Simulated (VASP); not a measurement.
Input of a VASP 6.6.1 run:

The input INCAR:

```
  PREC = Accurate
  ENCUT = 520
  EDIFF = 1E-6
  ISMEAR = 0
  SIGMA = 0.1
  LREAL = False
  LASPH = True
  NELM = 60
  ALGO = Normal
  ISIF = 2
  LWAVE = False
  LCHARG = False
  GGA = PS
  NBANDS = 9
```

Contents of KPOINTS:

```
regular mesh
0
Gamma
  9 9 9
```

The input POSCAR:

```
Te
1.0
    2.3059043427      1.3313144930      1.6909537039
   -2.3059043427      1.3313144930      1.6909537039
    0.0000000000     -2.6626289860      1.6909537039
Te
1
Direct
    0.5000000000      0.5000000000      0.5000000000
```

Potentials or basis: VASP PAW PBE potentials, release 64 (Te).

Command:

```bash
$ cat potpaw_PBE.64/Te/POTCAR > POTCAR
$ mpirun -np 1 vasp_std > vasp.out
```

Question: Predict the pressure.

Answer: 0.0 GPa.

Question: Predict the band gap on the k mesh.

Answer: Zero (band 3 reaches 9.37 eV, above the bottom of band 4 at 4.46 eV).

Stress tensor (GPa, compression positive):
```
-0.08  0.00  0.00
 0.00 -0.08  0.00
 0.00  0.00  0.05
```

Caveat: the PAW data sets were made with another functional, which shifts forces and pressure a little; spin-orbit coupling is left out, which moves the levels of the heavy elements.
